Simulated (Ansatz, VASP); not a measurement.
**ZrC: VASP beside Ansatz**

```xyz
2
Lattice="0.0000 2.3650 2.3650 2.3650 0.0000 2.3650 2.3650 2.3650 0.0000" Properties=species:S:1:pos:R:3 pbc="T T T"
Zr    2.3650    2.3650    2.3650
C     0.0000    0.0000    0.0000
```

Alike in both runs: functional PBE0; dispersion D4; k mesh 5 × 5 × 5; occupations fermi-dirac, width 0.1 eV; no spin polarisation.

```csv
,VASP,Ansatz
version,VASP 6.6.1,Ansatz 0.2.0
potentials or method,"VASP PAW PBE potentials, release 64 (Zr_sv, C)",PseudoDojo standard (PBE files)
plane-wave cutoff (eV),520,1116
valence electrons in the cell,16,16
task,single point,electron localisation function
```

Ansatz gave:

| Quantity | Value |
| --- | --- |
| gap on the k mesh at the Fermi level (eV) | none |
| pressure (GPa) | -7.0 |

Q: Estimate VASP's values.

A: gap on the k mesh at the Fermi level (eV): none; pressure (GPa): -8.1.

A gap of «none» marks a metal or a gap that the smearing closes.

The k mesh is coarse, so the values compare programs but aren't converged.
